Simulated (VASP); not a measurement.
# SnSe2 (P1) in VASP: relaxation of cell and atoms with PBE+D3(BJ)

Aim: the relaxation of cell and atoms of SnSe2 with PBE+D3(BJ).

Program: VASP 6.6.1. These are calculated values, not measurements. Logs are shortened: lines on timing, memory, paths and dates and some standing lists are left out, and cuts for length are marked.

### Step 1. The cell of the first run

The typed cell holds 6 atoms: a = 4.075 Å, b = 5.870 Å, c = 7.266 Å, α = 92.32°, β = 89.27°, γ = 89.32°.

### Step 2. Relaxation of cell and atoms, PBE+D3(BJ)

Input file INCAR:

```
SYSTEM = SnSe2
PREC = Accurate
ENCUT = 600
EDIFF = 1E-6
ISMEAR = 0
SIGMA = 0.1
LREAL = .False.
LASPH = .True.
NELM = 80
ALGO = Normal
ISIF = 3
LWAVE = .False.
LCHARG = .False.
GGA = PE
IVDW = 12
IBRION = 2
NSW = 80
EDIFFG = -0.025
```

Input file KPOINTS:

```
Automatic mesh
0
Gamma
  4 2 2
  0 0 0
```

Input file POSCAR:

```
SnSe2
1.0
   -2.0141324977      3.5418522334      0.0245861019
   -0.1216007726     -0.0296927654      5.8686736121
    6.2683567356      3.6723098629     -0.1458359922
Sn Se
2 4
Direct
   -0.0139647754      0.4915885780     -0.0267047963
    0.4995151360      0.4610821293      0.5029761007
    0.5151710164      0.2540359494      0.1828687204
    1.0084498952      0.2563053427      0.6736393311
    0.4552945648      0.7823591464      0.1758676472
    1.0355341630      0.7546288542      0.6580196636
```

Potentials or basis: VASP PAW PBE potentials, release 64 (Sn_d, Se).

The run is started by

```bash
$ cat potpaw_PBE.64/Sn_d/POTCAR potpaw_PBE.64/Se/POTCAR > POTCAR
$ mpirun -np 1 vasp_std > vasp.out
```

OUTCAR:

```text
SYSTEM = SnSe2
   PREC = Accurate
   ENCUT = 600
   EDIFF = 1E-6
   ISMEAR = 0
   LREAL = .False.
   LASPH = .True.
   NELM = 80
   ISIF = 3
   GGA = PE
   IVDW = 12
   IBRION = 2
   NSW = 80
   EDIFFG = -0.025
 IVDW          = 12

 ion  position               nearest neighbor table
   1  0.986  0.492  0.973-   4 2.53   6 2.82   3 2.85   5 2.95   3 3.02   5 3.06
   2  0.500  0.461  0.503-   3 2.58   4 2.66   4 2.72   6 2.74   6 3.00   5 3.10
   3  0.515  0.254  0.183-   2 2.58   5 2.78   1 2.85   1 3.02
   4  0.008  0.256  0.674-   1 2.53   2 2.66   2 2.72
   5  0.455  0.782  0.176-   3 2.78   1 2.95   1 3.06   2 3.10
   6  0.036  0.755  0.658-   2 2.74   1 2.82   2 3.00

  LATTYP: Found a triclinic cell.
 ALAT       =     8.3759930846
 B/A-ratio  =     1.1370850874
 C/A-ratio  =     0.4864571235
 COS(alpha) =     0.0024184255
 COS(beta)  =     0.4975297565
 COS(gamma) =     0.6846828244

  Lattice vectors:

 A1 = (   4.2542242379,   7.2141620963,  -0.1212498903)
 A2 = (   6.3899575082,   3.7020026283,  -6.0145096043)
 A3 = (  -2.0141324977,   3.5418522334,   0.0245861019)

Analysis of symmetry for initial positions (statically):
=====================================================================
 Subroutine PRICEL returns:
 Original cell was already a primitive cell.

 Routine SETGRP: Setting up the symmetry group for a
 triclinic supercell.

 Subroutine GETGRP returns: Found  1 space group operations
 (whereof  1 operations were pure point group operations)
 out of a pool of  2 trial point group operations.

The static configuration has the point symmetry C_1 .

Analysis of symmetry for dynamics (positions and initial velocities):
=====================================================================
 Subroutine PRICEL returns:
 Original cell was already a primitive cell.

 Routine SETGRP: Setting up the symmetry group for a
 triclinic supercell.

 Subroutine GETGRP returns: Found  1 space group operations
 (whereof  1 operations were pure point group operations)
 out of a pool of  2 trial point group operations.

The dynamic configuration has the point symmetry C_1 .

 Subroutine INISYM returns: Found  1 space group operations
 (whereof  1 operations are pure point group operations),
 and found     1 'primitive' translations

----------------------------------------------------------------------------------------

                                     Primitive cell

  volume of cell :     173.6237

[... 73 lines left out ...]
 SYSTEM =  SnSe2
   PREC   = accura    normal or accurate (medium, high low for compatibility)
   ISTART =      0    job   : 0-new  1-cont  2-samecut
   ICHARG =      2    charge: 1-file 2-atom 10-const
   ISPIN  =      1    spin polarized calculation?
   LNONCOLLINEAR =      F non collinear calculations
   LSORBIT =      F    spin-orbit coupling
   LASPH  =      T    aspherical Exc in radial PAW
   ENCUT  =  600.0 eV  44.10 Ry    6.64 a.u.   8.14 11.72 14.51*2*pi/ulx,y,z
   NELM   =     80;   NELMIN=  2; NELMDL= -5     # of ELM steps
   EDIFF  = 0.1E-05   stopping-criterion for ELM
   LREAL  =      F    real-space projection
   EDIFFG = -.3E-01   stopping-criterion for IOM
   NSW    =     80    number of steps for IOM
   IBRION =      2    ionic relax: 0-MD 1-quasi-New 2-CG
   NFREE  =      1    steps in history (QN), initial steepest desc. (CG)
   ISIF   =      3    stress and relaxation
   ISYM   =      2    0-nonsym 1-usesym 2-fastsym
   POTIM  = 0.5000    time-step for ionic-motion
   TEBEG  =    0.0;   TEEND  =   0.0 temperature during run
   PSTRESS=    0.0 pullay stress
   NELECT =      52.0000    total number of electrons
   NUPDOWN=      -1.0000    fix difference up-down
   EMIN   =  10.00;   EMAX   =-10.00  energy-range for DOS
   EFERMI =   0.00;   METHOD = LEGACY
   ISMEAR =     0;   SIGMA  =   0.10  broadening in eV -4-tet -1-fermi 0-gaus
   EFERMI_NEDOS =   21; number of points for ismear=-14 and -15
   IALGO  =     38    algorithm
   IMIX   =      4    mixing-type and parameters
     AMIX     =   0.40;   BMIX     =  1.00
     AMIX_MAG =   1.60;   BMIX_MAG =  1.00
  volume/ion in A,a.u.               =      28.94       195.28
  Fermi-wavevector in a.u.,A,eV,Ry     =   1.095316  2.069848 16.323155  1.199718
  Thomas-Fermi vector in A             =   2.231638
   LORBIT       =      0    0 simple, 1 ext, 2 COOP (PROOUT), +10 PAW based schemes
   GGA     = PE    functional components
   LHFCALC =     F    Hartree Fock is set to
   AEXX    =    0.0000 exact exchange contribution
   IVDW    =    12    specifies the selected vdW correction
   LEPSILON=     F    determine dielectric tensor
   LRPA    =     F    only Hartree local field effects (RPA)
 conjugate gradient relaxation of ions
 non-spin polarized calculation
 Gauss-broadening in eV      SIGMA  =   0.10
  energy-cutoff  :      600.00
  volume of cell :      173.62
 maximum number of plane-waves:      5810
 NGX is ok and might be reduce to    36
   NGX = 17   NGY = 23   NGZ = 29

--------------------------------------- Ionic step        1  -------------------------------------------

 number of electron      52.0000005 magnetization

 Free energy of the ion-electron system (eV)
  ---------------------------------------------------
  ext. energy  EPLUGINS =         0.00000000
  ---------------------------------------------------
  free energy    TOTEN  =       -22.26855931 eV

  energy without entropy =      -22.25381286  energy(sigma->0) =      -22.26118608

------------------------ aborting loop because EDIFF is reached ----------------------------------------

 Edisp (eV)   -1.87769

 E8    (eV) :    -0.8132
[... 117 lines left out ...]
  FREE ENERGIE OF THE ION-ELECTRON SYSTEM (eV)
  ---------------------------------------------------
  free  energy   TOTEN  =       -25.2244047494 eV

  energy  without entropy=      -25.2225950892  energy(sigma->0) =      -25.22349992

[... ionic steps 4 to 26 ...]

--------------------------------------- Ionic step       27  -------------------------------------------

 number of electron      51.9999996 magnetization

------------------------ aborting loop because EDIFF is reached ----------------------------------------
[... 83 lines left out ...]
--------------------------------------- Ionic step       29  -------------------------------------------

 number of electron      51.9999994 magnetization

 Free energy of the ion-electron system (eV)
  ---------------------------------------------------
  ext. energy  EPLUGINS =         0.00000000
  ---------------------------------------------------
  free energy    TOTEN  =       -23.72055445 eV

  energy without entropy =      -23.72055445  energy(sigma->0) =      -23.72055445

 E-fermi :   4.3892     XC(G=0):  -9.0970

 val. band max:        4.0035209946   @ k =   0.0000   0.0000   0.0000
 cond. band min:       4.7749430292   @ k =   0.0000   0.5000  -0.0000
 fundamental gap:      0.7714220346
 Fermi energy:         4.3892275139

 k-point     1 :       0.0000    0.0000    0.0000
  band No.  band energies     occupation
      1     -17.3662      2.00000
      2     -17.3567      2.00000
      3     -17.3553      2.00000
      4     -17.3492      2.00000
      5     -17.3312      2.00000
      6     -17.3309      2.00000
[... 434 lines left out ...]
  FREE ENERGIE OF THE ION-ELECTRON SYSTEM (eV)
  ---------------------------------------------------
  free  energy   TOTEN  =       -25.6749701831 eV

  energy  without entropy=      -25.6749701806  energy(sigma->0) =      -25.67497018

 reached required accuracy - stopping structural energy minimisation
```

It took 47 min on 1 thread of Intel Xeon 8259CL, shared host; peak memory 0.34 GiB.

What came out:

* Free energy: -25.6750 eV
* Relaxed volume: 28.06 Å³/atom
* Relaxed cell: a = 4.109 Å, b = 5.842 Å, c = 7.013 Å, α = 90.00°, β = 89.90°, γ = 90.06°
* Space group after relaxing (to 0.1 Å): P-6m2 (No. 187)
* Energy gained by relaxing: 254.8 meV/atom
* Ionic steps: 29
* Pressure after relaxing: 0.0 GPa
* Largest force after relaxing: 0.013 eV/Å
* Band gap on the k mesh: 0.77 eV (least direct gap 1.64 eV)
* Dispersion energy per atom: -0.326 eV

Forces in eV/Å, atoms in the order of the input:
```
Sn   0.006 -0.004 -0.005
Sn   0.006  0.001  0.006
Se  -0.010  0.008 -0.003
Se   0.004  0.004 -0.010
Se  -0.001 -0.005  0.009
Se  -0.005 -0.004  0.003
```

Step by step:
```csv
step,energy change (eV),largest force (eV/Å),pressure (GPa),volume (Å³)
1,0.0000,3.3041,2.14,173.62
2,-0.9806,1.4836,-2.45,183.40
3,-1.0782,0.9595,-3.32,186.73
4,-1.0902,0.7793,-3.58,188.12
5,-1.3141,0.5440,1.14,171.22
6,-1.3408,0.3324,-0.22,174.99
7,-1.4672,0.2853,-0.11,169.97
8,-1.4763,0.3002,-0.03,168.30
9,-1.4987,0.2252,0.21,167.52
10,-1.5075,0.2322,0.55,166.57
11,-1.5112,0.1443,-0.48,169.13
12,-1.5139,0.1645,-0.09,168.11
13,-1.5185,0.0802,0.00,168.27
14,-1.5194,0.0656,0.04,168.37
15,-1.5206,0.0602,-0.10,168.64
16,-1.5209,0.0678,-0.19,168.81
17,-1.5216,0.0732,-0.13,168.66
18,-1.5228,0.0933,0.00,168.29
19,-1.5223,0.1478,0.28,167.55
20,-1.5230,0.1116,0.10,168.02
21,-1.5240,0.0999,0.07,168.08
22,-1.5258,0.0700,-0.02,168.25
23,-1.5248,0.1024,-0.23,168.60
24,-1.5261,0.0700,-0.10,168.37
25,-1.5273,0.0616,0.04,168.13
26,-1.5276,0.0615,0.14,167.93
27,-1.5285,0.0334,0.01,168.29
28,-1.5285,0.0328,-0.04,168.42
29,-1.5287,0.0131,0.01,168.36
```

Final structure:
```xyz
6
Lattice="-2.0498 3.5611 -0.0026 -0.0051 -0.0057 5.8424 6.0718 3.5098 0.0083" Properties=species:S:1:pos:R:3 pbc="T T T"
Sn    0.0031    0.0011    2.9241
Sn    2.0131    3.5379    2.9210
Se   -0.0147    2.3573    1.2441
Se    1.9935    5.8968    1.2473
Se   -0.0193    2.3610    4.5983
Se    4.0402    2.3361    4.6040
```

Caveat: the k points lie up to 0.54 Å⁻¹ apart in the final cell; semilocal functionals underestimate gaps, and a narrow one can read as zero; spin-orbit coupling is left out, which moves the levels of the heavy elements. A k mesh can miss the band edges.
